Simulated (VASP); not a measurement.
Crystal: CdH.

```xyz
8
Lattice="3.2394 0.0000 0.0000 -1.6197 2.8054 0.0000 0.0000 0.0000 13.0143" Properties=species:S:1:pos:R:3 pbc="T T T"
Cd    1.6197    2.8054    0.0000
Cd    0.0000    1.8703    3.2536
Cd    1.6197    2.8054    6.5072
Cd    1.6197    0.9351    9.7608
H     0.0000    0.0000    8.4821
H     0.0000    0.0000    4.5322
H     0.0000    0.0000    1.9750
H     0.0000    0.0000   11.0394
```

| Property | Result |
| --- | --- |
| Program | VASP 6.6.1 |
| Task | relaxation of cell and atoms |
| Functional | PBE |
| Potentials or basis | VASP PAW PBE potentials, release 64 (Cd, H) |
| Cutoff | 600 eV |
| k mesh | 12 × 12 × 4 |
| Occupations | gaussian, width 0.1 eV |
| Spin | no spin polarisation |

At the start: pressure -0.0 GPa; volume 14.78 Å³/atom.

Question: Where does the relaxation end?

Answer: Over 12 steps the energy falls by 13.2 meV/atom and the volume is 14.52 Å³/atom (-1.8 %); space group P6_3/mmc (No. 194, to 0.1 Å) before and after.

The path:
```
step  energy change (eV)  largest force (eV/Å)  pressure (GPa)  volume (Å³)
   1              0.0000                0.0069           -0.05       118.27
   2             -0.0296                0.0061           -0.26       118.18
   3             -0.0783                0.0445           -0.67       117.79
   4             -0.0487                0.1559           -0.34       116.45
   5             -0.0915                0.0850           -0.73       117.45
   6             -0.0919                0.0921           -0.73       117.38
   7             -0.0982                0.0780            0.21       115.03
   8             -0.0983                0.0798            0.13       115.26
   9             -0.1011                0.0626            0.13       115.30
  10             -0.1044                0.0036            0.19       115.41
  11             -0.1052                0.0024           -0.20       116.38
  12             -0.1053                0.0013           -0.10       116.15
```

Final structure:
```cif
data_structure
_symmetry_space_group_name_H-M 'P 1'
_symmetry_Int_Tables_number 1
_cell_length_a 3.1099
_cell_length_b 3.1099
_cell_length_c 13.8681
_cell_angle_alpha 90.000
_cell_angle_beta 90.000
_cell_angle_gamma 120.000
_cell_volume 116.15
loop_
_atom_site_label
_atom_site_type_symbol
_atom_site_fract_x
_atom_site_fract_y
_atom_site_fract_z
_atom_site_occupancy
Cd1 Cd 0.00000 0.00000 0.00000 1
Cd2 Cd 0.33333 0.66667 0.25000 1
Cd3 Cd 0.00000 0.00000 0.50000 1
Cd4 Cd 0.66667 0.33333 0.75000 1
H1 H 0.00000 0.00000 0.65522 1
H2 H 0.00000 0.00000 0.34478 1
H3 H 0.00000 0.00000 0.15522 1
H4 H 0.00000 0.00000 0.84478 1
```
